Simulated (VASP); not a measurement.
Mg4TiN: single point with PBE

Crystal: Mg4TiN.

```
Mg Ti N
1.0
     0.00000    3.78789    3.78789
     3.78789    0.00000    3.78789
     3.78789    3.78789    0.00000
Mg Ti N
4 1 1
Direct
  0.40274 0.40274 0.40274
  0.40274 0.40274 0.79177
  0.40274 0.79177 0.40274
  0.79177 0.40274 0.40274
  0.75000 0.75000 0.75000
  0.25000 0.25000 0.25000
```

The cell was generated, and may not be a known phase.

```json
{
 "Program": "VASP 6.6.1",
 "Task": "single point",
 "Functional": "PBE",
 "Potentials or basis": "VASP PAW PBE potentials, release 64 (Mg, Ti_sv, N)",
 "Cutoff": "520 eV",
 "k mesh": "4 × 4 × 4",
 "Occupations": "gaussian, width 0.1 eV",
 "Spin": "collinear spin",
 "Starting moments": "[0.0, 0.0, 0.0, 0.0, 1.0, 0.0] μB"
}
```

The pressure is 33.5 GPa and the largest force is 12.902 eV/Å. The band gap on the k mesh is zero (filled and empty bands overlap), the net moment is 1.02 μB per cell and the site moments are Mg -0.02; Ti +0.89; N -0.07 μB. The valence electrons inside the program's atomic spheres are Mg 0.65; Ti 10.11; N 3.67.

Forces in eV/Å, atoms in the order of the input:
```
Mg  -7.449 -7.449 -7.449
Mg   7.449  7.449 -7.449
Mg   7.449 -7.449  7.449
Mg  -7.449  7.449  7.449
Ti   0.000  0.000  0.000
N    0.000  0.000  0.000
```

Levels at points of the mesh, in eV from the Fermi level:
Spin up:
```tsv
k point	band 11	band 12	band 13	band 14	band 15	band 16
(0.00, 0.00, 0.00)	-1.27	-1.27	-0.23	-0.23	0.06	2.08
(0.50, 0.00, 0.00)	-0.85	-0.81	-0.18	0.42	0.42	0.69
(0.50, 0.50, 0.00)	-0.38	-0.38	-0.21	0.01	0.09	0.97
```
Spin down:
| k point | band 9 | band 10 | band 11 | band 12 | band 13 | band 14 | band 15 | band 16 |
| --- | --- | --- | --- | --- | --- | --- | --- | --- |
| (0.00, 0.00, 0.00) | -2.63 | -0.97 | -0.97 | -0.97 | 0.24 | 0.38 | 0.38 | 2.53 |
| (0.50, 0.00, 0.00) | -2.91 | -0.82 | -0.63 | -0.63 | 0.47 | 1.03 | 1.03 | 1.28 |
| (0.50, 0.50, 0.00) | -2.79 | -2.36 | -0.10 | -0.10 | 0.40 | 0.43 | 0.79 | 1.48 |

Wall time 92 s on 1 thread of Intel(R) Xeon(R) Platinum 8259CL CPU @ 2.50GHz (Skylake/Cascade Lake), on a shared host, peak memory 0.3 GiB.

Caveat: the cell stands under pressure; forces of over 1 eV/Å act on the atoms, so gaps and moduli don't describe the material at rest.
